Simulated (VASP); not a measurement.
# CdSe (Fm-3m) in VASP: single point with PBEsol

Aim: the single point of CdSe with PBEsol.

Program: VASP 6.6.1. These are calculated values, not measurements. Logs are shortened: lines on timing, memory, paths and dates and some standing lists are left out, and cuts for length are marked.

## 1. The cell of the first run

It takes space group Fm-3m (No. 225, cubic). The conventional cell has a = 5.748 Å, b = 5.748 Å, c = 5.748 Å, α = 90.00°, β = 90.00°, γ = 90.00°. Cd (site symmetry m-3m) has 6 Se at 2.87 Å within 3.8 Å. Within 3.8 Å of Se (site symmetry m-3m) lie 6 Cd at 2.87 Å.

## 2. Single point, PBEsol

The input, INCAR:

```
PREC = Accurate
ENCUT = 500
EDIFF = 1E-6
ISMEAR = -1
SIGMA = 0.1
LREAL = False
LASPH = True
NELM = 120
ALGO = Normal
ISIF = 2
LWAVE = False
LCHARG = False
GGA = PS
NBANDS = 16
GGA_COMPAT = False
```

The input, KPOINTS:

```
regular mesh
0
Gamma
  6 6 6
```

The input, POSCAR:

```
CdSe
1.0
    0.0000000000      2.8739580000      2.8739580000
    2.8739580000      0.0000000000      2.8739580000
    2.8739580000      2.8739580000      0.0000000000
Cd Se
1 1
Direct
    0.0000000000      0.0000000000      0.0000000000
    0.5000000000      0.5000000000      0.5000000000
```

Potentials or basis: VASP PAW PBE potentials, release 64 (Cd, Se).

On the command line:

```
$ cat potpaw_PBE.64/Cd/POTCAR potpaw_PBE.64/Se/POTCAR > POTCAR
$ mpirun -np 1 vasp_std > vasp.out
```

OUTCAR:

```text
PREC = Accurate
   ENCUT = 500
   EDIFF = 1E-6
   ISMEAR = -1
   LREAL = False
   LASPH = True
   NELM = 120
   ISIF = 2
   GGA = PS

 ion  position               nearest neighbor table
   1  0.000  0.000  0.000-   2 2.87   2 2.87   2 2.87   2 2.87   2 2.87   2 2.87
   2  0.500  0.500  0.500-   1 2.87   1 2.87   1 2.87   1 2.87   1 2.87   1 2.87

  LATTYP: Found a face centered cubic cell.
 ALAT       =     5.7479160000

  Lattice vectors:

 A1 = (   0.0000000000,   2.8739580000,   2.8739580000)
 A2 = (   2.8739580000,   0.0000000000,   2.8739580000)
 A3 = (   2.8739580000,   2.8739580000,   0.0000000000)

Analysis of symmetry for initial positions (statically):
=====================================================================
 Subroutine PRICEL returns:
 Original cell was already a primitive cell.

 Routine SETGRP: Setting up the symmetry group for a
 face centered cubic supercell.

 Subroutine GETGRP returns: Found 48 space group operations
 (whereof 48 operations were pure point group operations)
 out of a pool of 48 trial point group operations.

The static configuration has the point symmetry O_h .

Analysis of symmetry for dynamics (positions and initial velocities):
=====================================================================
 Subroutine PRICEL returns:
 Original cell was already a primitive cell.

 Routine SETGRP: Setting up the symmetry group for a
 face centered cubic supercell.

 Subroutine GETGRP returns: Found 48 space group operations
 (whereof 48 operations were pure point group operations)
 out of a pool of 48 trial point group operations.

The dynamic configuration has the point symmetry O_h .

 Subroutine INISYM returns: Found 48 space group operations
 (whereof 48 operations are pure point group operations),
 and found     1 'primitive' translations

----------------------------------------------------------------------------------------

                                     Primitive cell

  volume of cell :      47.4757

  direct lattice vectors                    reciprocal lattice vectors
     0.000000000  2.873958000  2.873958000    -0.173976098  0.173976098  0.173976098
     2.873958000  0.000000000  2.873958000     0.173976098 -0.173976098  0.173976098
     2.873958000  2.873958000  0.000000000     0.173976098  0.173976098 -0.173976098

  length of vectors
     4.064390381  4.064390381  4.064390381     0.301335442  0.301335442  0.301335442

  position of ions in fractional coordinates (direct lattice)
     0.000000000  0.000000000  0.000000000
     0.500000000  0.500000000  0.500000000

  ion indices of the primitive-cell ions
   primitive index   ion index
                 1           1
                 2           2

----------------------------------------------------------------------------------------

 KPOINTS: regular mesh

Automatic generation of k-mesh.
 Grid dimensions read from file:
 generate k-points for:    6    6    6

 Generating k-lattice:

  Cartesian coordinates                     Fractional coordinates (reciprocal lattice)
    -0.028996016  0.028996016  0.028996016     0.166666667  0.000000000  0.000000000
     0.028996016 -0.028996016  0.028996016     0.000000000  0.166666667  0.000000000
     0.028996016  0.028996016 -0.028996016     0.000000000  0.000000000  0.166666667

  Length of vectors
     0.050222574  0.050222574  0.050222574

  Shift w.r.t. Gamma in fractional coordinates (k-lattice)
     0.000000000  0.000000000  0.000000000

 Subroutine IBZKPT returns following result:
 ===========================================

 Found     16 irreducible k-points:

 Following reciprocal coordinates:
            Coordinates               Weight
  0.000000  0.000000  0.000000      1.000000
  0.166667  0.000000  0.000000      8.000000
  0.333333  0.000000  0.000000      8.000000
  0.500000  0.000000  0.000000      4.000000
  0.166667  0.166667  0.000000      6.000000
  0.333333  0.166667  0.000000     24.000000
[... 8 lines left out ...]
 -0.333333  0.333333  0.166667     24.000000
 -0.333333  0.500000  0.166667     12.000000
   k-points           NKPTS =     16   k-points in BZ     NKDIM =     16   number of bands    NBANDS=     16
   number of dos      NEDOS =    301   number of ions     NIONS =      2
   total plane-waves  NPLWV =  27000
   dimension x,y,z NGX =    30 NGY =   30 NGZ =   30
   dimension x,y,z NGXF=    60 NGYF=   60 NGZF=   60
   ions per type =               1   1
   NGX,Y,Z   is equivalent  to a cutoff of  12.27, 12.27, 12.27 a.u.
   NGXF,Y,Z  is equivalent  to a cutoff of  24.54, 24.54, 24.54 a.u.
 SYSTEM =  unknown system
   PREC   = accura    normal or accurate (medium, high low for compatibility)
   ISTART =      0    job   : 0-new  1-cont  2-samecut
   ICHARG =      2    charge: 1-file 2-atom 10-const
   ISPIN  =      1    spin polarized calculation?
   LNONCOLLINEAR =      F non collinear calculations
   LSORBIT =      F    spin-orbit coupling
   LASPH  =      T    aspherical Exc in radial PAW
   ENCUT  =  500.0 eV  36.75 Ry    6.06 a.u.   7.41  7.41  7.41*2*pi/ulx,y,z
   NELM   =    120;   NELMIN=  2; NELMDL= -5     # of ELM steps
   EDIFF  = 0.1E-05   stopping-criterion for ELM
   LREAL  =      F    real-space projection
   EDIFFG = 0.1E-04   stopping-criterion for IOM
   NSW    =      0    number of steps for IOM
   IBRION =     -1    ionic relax: 0-MD 1-quasi-New 2-CG
   NFREE  =      0    steps in history (QN), initial steepest desc. (CG)
   ISIF   =      2    stress and relaxation
   ISYM   =      2    0-nonsym 1-usesym 2-fastsym
   POTIM  = 0.5000    time-step for ionic-motion
   TEBEG  =    0.0;   TEEND  =   0.0 temperature during run
   PSTRESS=    0.0 pullay stress
   NELECT =      18.0000    total number of electrons
   NUPDOWN=      -1.0000    fix difference up-down
   EMIN   =  10.00;   EMAX   =-10.00  energy-range for DOS
   EFERMI =   0.00;   METHOD = LEGACY
   ISMEAR =    -1;   SIGMA  =   0.10  broadening in eV -4-tet -1-fermi 0-gaus
   EFERMI_NEDOS =   21; number of points for ismear=-14 and -15
   IALGO  =     38    algorithm
   IMIX   =      4    mixing-type and parameters
     AMIX     =   0.40;   BMIX     =  1.00
     AMIX_MAG =   1.60;   BMIX_MAG =  1.00
  volume/ion in A,a.u.               =      23.74       160.19
  Fermi-wavevector in a.u.,A,eV,Ry     =   1.184882  2.239103 19.101849  1.403946
  Thomas-Fermi vector in A             =   2.321088
   LORBIT       =      0    0 simple, 1 ext, 2 COOP (PROOUT), +10 PAW based schemes
   GGA     = PS    functional components
   LHFCALC =     F    Hartree Fock is set to
   AEXX    =    0.0000 exact exchange contribution
   IVDW    =     0    specifies the selected vdW correction
   LEPSILON=     F    determine dielectric tensor
   LRPA    =     F    only Hartree local field effects (RPA)
 non-spin polarized calculation
  energy-cutoff  :      500.00
  volume of cell :       47.48
 maximum number of plane-waves:      1243
 NGX is ok and might be reduce to    30
   NGX = 15   NGY = 15   NGZ = 15

 number of electron      18.0000008 magnetization

 Free energy of the ion-electron system (eV)
  ---------------------------------------------------
  ext. energy  EPLUGINS =         0.00000000
  ---------------------------------------------------
  free energy    TOTEN  =        -5.96546463 eV

  energy without entropy =       -5.95218949  energy(sigma->0) =       -5.95882706

 E-fermi :   2.2860     XC(G=0): -10.1882

 val. band max:        2.0988258455   @ k =   0.0000   0.0000   0.0000
 cond. band min:       3.0127996562   @ k =   0.5000   0.3333   0.0000
 fundamental gap:      0.9139738107
 Fermi energy:         2.2859609918

 k-point     1 :       0.0000    0.0000    0.0000
  band No.  band energies     occupation
      1     -10.7869      2.00000
      2      -5.7380      2.00000
      3      -5.7380      2.00000
      4      -5.7198      2.00000
      5      -5.7198      2.00000
      6      -5.7198      2.00000
[... 8 lines left out ...]
     15      11.7969      0.00000
     16      11.7969      0.00000

 k-point     2 :       0.1667    0.0000    0.0000
  band No.  band energies     occupation
      1     -10.5931      2.00000
      2      -5.7935      2.00000
      3      -5.7935      2.00000
      4      -5.7375      2.00000
      5      -5.6870      2.00000
      6      -5.6870      2.00000
[... 8 lines left out ...]
     15      11.6263      0.00000
     16      11.6263      0.00000

 k-point     3 :       0.3333    0.0000    0.0000
  band No.  band energies     occupation
      1     -10.1429      2.00000
      2      -5.9047      2.00000
      3      -5.9047      2.00000
      4      -5.8062      2.00000
      5      -5.6162      2.00000
      6      -5.6162      2.00000
[... 8 lines left out ...]
     15      13.1794      0.00000
     16      13.1794      0.00000

 k-point     4 :       0.5000    0.0000    0.0000
  band No.  band energies     occupation
      1      -9.8719      2.00000
      2      -5.9586      2.00000
      3      -5.9586      2.00000
      4      -5.8749      2.00000
      5      -5.5801      2.00000
      6      -5.5801      2.00000
[... 8 lines left out ...]
     15      14.9553      0.00000
     16      14.9553      0.00000
[... 172 lines left out ...]
 k-point    14 :       0.5000    0.3333    0.1667
  band No.  band energies     occupation
      1      -9.9990      2.00000
      2      -5.8303      2.00000
      3      -5.7628      2.00000
      4      -5.7455      2.00000
      5      -5.5872      2.00000
      6      -5.5054      2.00000
[... 8 lines left out ...]
     15      15.2946      0.00000
     16      15.8672      0.00000

 k-point    15 :      -0.3333    0.3333    0.1667
  band No.  band energies     occupation
      1      -9.8844      2.00000
      2      -5.8695      2.00000
      3      -5.7354      2.00000
      4      -5.7179      2.00000
      5      -5.5550      2.00000
      6      -5.3859      2.00000
[... 8 lines left out ...]
     15      13.6330      0.00000
     16      16.4075      0.00000

 k-point    16 :      -0.3333    0.5000    0.1667
  band No.  band energies     occupation
      1      -9.9173      2.00000
      2      -5.7858      2.00000
      3      -5.7762      2.00000
      4      -5.6309      2.00000
      5      -5.5287      2.00000
      6      -5.1685      2.00000
[... 8 lines left out ...]
     15      15.0245      0.00000
     16      16.9939      0.00000

------------------------ aborting loop because EDIFF is reached ----------------------------------------

  FORCE on cell =-STRESS in cart. coord.  units (eV):
  Direction    XX          YY          ZZ          XY          YZ          ZX
  --------------------------------------------------------------------------------------
  -------------------------------------------------------------------------------------
  Total       -1.0064057     -1.0064057     -1.0064057      0.0000000      0.0000000     -0.0000000
  in kB      -33.9635002    -33.9635002    -33.9635002      0.0000000      0.0000000     -0.0000000
  external PRESSURE =     -33.9635002 kB  Pullay stress =       0.0000000 kB

 VOLUME and BASIS-vectors are now :
 -----------------------------------------------------------------------------
  energy-cutoff  :      500.00
  volume of cell :       47.48
      direct lattice vectors                 reciprocal lattice vectors
     0.000000000  2.873958000  2.873958000    -0.173976098  0.173976098  0.173976098
     2.873958000  0.000000000  2.873958000     0.173976098 -0.173976098  0.173976098
     2.873958000  2.873958000  0.000000000     0.173976098  0.173976098 -0.173976098

 POSITION                                       TOTAL-FORCE (eV/Angst)
 -----------------------------------------------------------------------------------
      0.00000      0.00000      0.00000         0.000000      0.000000      0.000000
      2.87396      2.87396      2.87396        -0.000000     -0.000000     -0.000000
 -----------------------------------------------------------------------------------
    total drift:                               -0.000000      0.000000      0.000000

  FREE ENERGIE OF THE ION-ELECTRON SYSTEM (eV)
  ---------------------------------------------------
  free  energy   TOTEN  =        -5.9654646266 eV

  energy  without entropy=       -5.9521894925  energy(sigma->0) =       -5.95882706
```

Run time: 13 s. Hardware: 1 thread of Intel Xeon Platinum 8259CL at 2.50GHz (Skylake/Cascade Lake), shared host; peak memory 0.17 GiB.

Results:

| Quantity | Value |
| --- | --- |
| Free energy | -5.9655 eV |
| Pressure | -3.4 GPa |
| Band gap on the k mesh | zero (band 9 reaches 2.09 eV, above the bottom of band 10 at 1.59 eV) |

Caveat: the PAW data sets were made with another functional, which shifts forces and pressure a little.
